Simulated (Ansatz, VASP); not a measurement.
# CdSe in VASP and in Ansatz

```xyz
2
Lattice="-0.0152 3.0337 3.0337 3.0337 -0.0152 3.0337 3.0337 3.0337 -0.0152" Properties=species:S:1:pos:R:3 pbc="T T T"
Cd    0.0030    0.0030    0.0030
Se    4.5362    4.5362    4.5362
```

Change from the starting cell: equal xy, yz and zx engineering shears of -0.5 %, PAW files.

Alike in both runs: functional PBEsol; k mesh 6 × 6 × 6; no spin polarisation.

Ansatz relaxed the structure, and its values are those at the end. VASP's run is a single point on that final structure, the one shown.

|  | VASP | Ansatz |
| --- | --- | --- |
| version | VASP 6.6.1 | Ansatz 0.2.0 |
| potentials or method | VASP PAW PBE potentials, release 64 (Cd, Se) | PAW with Ansatz's default frozen-core files, scalar-relativistic |
| plane-wave cutoff (eV) | 500 | 420 |
| occupations | gaussian, width 0.01 eV | fixed |
| valence electrons in the cell | 18 | 36 |

Ansatz gave:

```
gap on the k mesh at the Fermi level (eV) : 0.46
pressure (GPa)                            : 0.0
```

Task: What did VASP give for the same quantities?

Result: gap on the k mesh at the Fermi level (eV): 0.46; pressure (GPa): 0.3.

VASP's potentials were made for PBE, not for PBEsol. VASP's potentials hold 18 valence electrons a cell and Ansatz's 36, so a difference there can come from the potentials and not from the codes.
